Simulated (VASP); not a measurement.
A run of VASP 6.6.1 is set up as follows.

Contents of INCAR:

```
ALGO = Normal
EDIFF = 1E-8
ENCUT = 520
GGA = PE
ISIF = 2
ISMEAR = 0
IVDW = 12
LASPH = T
LCHARG = F
LEPSILON = T
LREAL = F
LWAVE = F
NELM = 100
PREC = Accurate
SIGMA = 0.01
```

Contents of KPOINTS:

```
k-points
0
Gamma
  9 9 4
```

The input POSCAR:

```
ZnO
1.0
    3.2879671587      0.0000000000      0.0000000000
   -1.6439835793      2.8474630862      0.0000000000
    0.0000000000      0.0000000000      7.1304413500
Zn O
2 2
Direct
    0.0000000000      0.0000000000      0.2500000000
    0.0000000000      0.0000000000      0.7500000000
    0.6666666667      0.3333333333      0.7500000000
    0.3333333333      0.6666666667      0.2500000000
```

Potentials or basis: VASP PAW PBE potentials, release 64 (Zn, O).

The run is started by

```console
$ cat potpaw_PBE.64/Zn/POTCAR potpaw_PBE.64/O/POTCAR > POTCAR
$ mpirun -np 1 vasp_std > vasp.out
```

Q: Estimate the electronic dielectric tensor (diagonal).

A: 5.94, 5.94, 2.84.

Q: Predict the Born charges (mean of the diagonal).

A: Zn +2.01; O -2.01 e.

Q: What does it give for the band gap on the k mesh?

A: 0.82 eV, direct.

Born effective charge tensors (e):
atom 1, Zn
```
2.58 0.00 0.00
0.00 2.58 0.00
0.00 0.00 0.88
```
atom 2, Zn
```
2.58 0.00 0.00
0.00 2.58 0.00
0.00 0.00 0.88
```
atom 3, O
```
-2.58  0.00  0.00
 0.00 -2.58  0.00
 0.00  0.00 -0.88
```
atom 4, O
```
-2.58  0.00  0.00
 0.00 -2.58  0.00
 0.00  0.00 -0.88
```

A k mesh can miss the band edges.
